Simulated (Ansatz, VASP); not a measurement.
## As: VASP beside Ansatz

```
CELL_PARAMETERS angstrom
1.74857 -5.41288 0.00000
1.74857 5.41288 0.00000
0.00000 0.00000 4.43464
ATOMIC_POSITIONS crystal
As 0.12315 0.87685 0.98562
As 0.62315 0.37685 0.51438
As 0.87685 0.12315 0.01438
As 0.37685 0.62315 0.48562
```

Alike in both runs: task single point; functional PBE; k mesh 10 × 10 × 8; occupations gaussian, width 0.05 eV; no spin polarisation.

|  | VASP | Ansatz |
| --- | --- | --- |
| version | VASP 6.6.1 | Ansatz 0.2.0 |
| potentials or method | VASP PAW PBE potentials, release 64 (As), cutoff 520 eV | scalar-relativistic, plane waves, PAW |
| valence electrons in the cell | 20 | 60 |

|  | VASP | Ansatz | Ansatz less VASP |
| --- | --- | --- | --- |
| gap on the k mesh at the Fermi level (eV) | none | none | - |
| pressure (GPa) | -3.1 | -3.2 | -0.09 |
| traceless stress, the component that is largest in VASP (GPa) | 3.84 | 3.86 | +0.029 |
| rms of the force components (eV/Å) | 0.453 | 0.463 | +0.0094 |

Atom by atom the forces differ by 0.009 eV/Å (rms over components). A gap of «none» marks a metal or a gap that the smearing closes. VASP's potentials hold 20 valence electrons a cell and Ansatz's 60, so a difference there can come from the potentials and not from the codes.
